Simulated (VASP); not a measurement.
Nb, 1 atom in the cell. It takes space group I4/mmm (No. 139, tetragonal). Conventional cell: a = 3.328 Å, b = 3.328 Å, c = 3.378 Å, α = 90.00°, β = 90.00°, γ = 90.00°. Nb (site symmetry 4/mmm) has 14 Nb at 2.90 to 3.38 Å within 3.8 Å.  This cell differs from its parent crystal: strain +0.000 along x and y, +0.015 along z.

* Program: VASP 6.6.1
* Task: single point
* Functional: PBEsol
* Potentials or basis: VASP PAW PBE potentials, release 64 (Nb_sv)
* Cutoff: 520 eV
* k mesh: 20 × 20 × 20
* Occupations: gaussian, width 0.15 eV
* Spin: no spin polarisation
* Dipole correction: no
* Further INCAR settings: ALGO = Fast; EDIFF = 1e-06; NBANDS = 12

Potentials or basis: VASP PAW PBE potentials, release 64 (Nb_sv).

The run is started by

```bash
$ cat potpaw_PBE.64/Nb_sv/POTCAR > POTCAR
$ mpirun -np 1 vasp_std > vasp.out
```

Hardware: 1 thread of Intel Xeon 6975P-C, with other jobs on the host.

Q: Estimate the wall time of this run.

A: Run time: 2.4 min on 1 thread of Intel Xeon 6975P-C, on a shared host, peak memory 0.26 GiB. Counts: scf iterations 21, k points 641.
